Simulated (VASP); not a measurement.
## TaSi4W: single point with PBE

TaSi4W:

```
Ta Si W
1.0
     0.00000    3.44437    3.44437
     3.44437    0.00000    3.44437
     3.44437    3.44437    0.00000
Ta Si W
1 4 1
Cartesian
  1.7222 1.7222 1.7222
  4.3079 2.5808 2.5808
  2.5808 4.3079 2.5808
  4.3079 4.3079 4.3079
  2.5808 2.5808 4.3079
  0.0000 0.0000 0.0000
```

The cell was generated, and may not be a known phase.

```yaml
Program: VASP 6.6.1
Task: single point
Functional: PBE
Potentials_or_basis: VASP PAW PBE potentials, release 64 (Ta_pv, Si, W_sv)
Cutoff: 500 eV
k_mesh: 4 × 4 × 4
Occupations: gaussian, width 0.2 eV
Spin: no spin polarisation
Dipole_correction: no
Further_INCAR_settings: ALGO = Normal; EDIFF = 1e-06; NBANDS = 30
```

```
Pressure               : -0.3 GPa
Largest force          : 0.019 eV/Å
Band gap on the k mesh : zero (an odd number of electrons rules out a gap without spin polarisation)
```

Forces in eV/Å, atoms in the order of the input:
```
Ta   0.000  0.000  0.000
Si  -0.011  0.011  0.011
Si   0.011 -0.011  0.011
Si  -0.011 -0.011 -0.011
Si   0.011  0.011 -0.011
W    0.000  0.000  0.000
```

Levels at points of the mesh, in eV from the Fermi level:
```tsv
k point	band 17	band 18	band 19	band 20	band 21	band 22	band 23	band 24
(0.00, 0.00, 0.00)	-5.63	-2.59	0.20	0.20	0.20	1.48	1.48	2.42
(0.50, 0.00, 0.00)	-3.20	-0.66	-0.66	-0.60	0.64	0.64	0.77	1.83
(0.50, 0.50, 0.00)	-2.28	-2.28	-2.15	-1.76	-1.76	1.60	1.75	2.76
```

Wall time 13 s on 1 thread of Intel(R) Xeon(R) Platinum 8488C (Sapphire Rapids) (shared host), peak memory 0.21 GiB.

Caveat: the k points lie up to 0.39 Å⁻¹ apart, too coarse for converged energies and pressures of a metal; spin-orbit coupling is left out, which moves the levels of the heavy elements; an odd number of electrons without spin polarisation forces a metal; a magnetic or distorted state may lie lower.
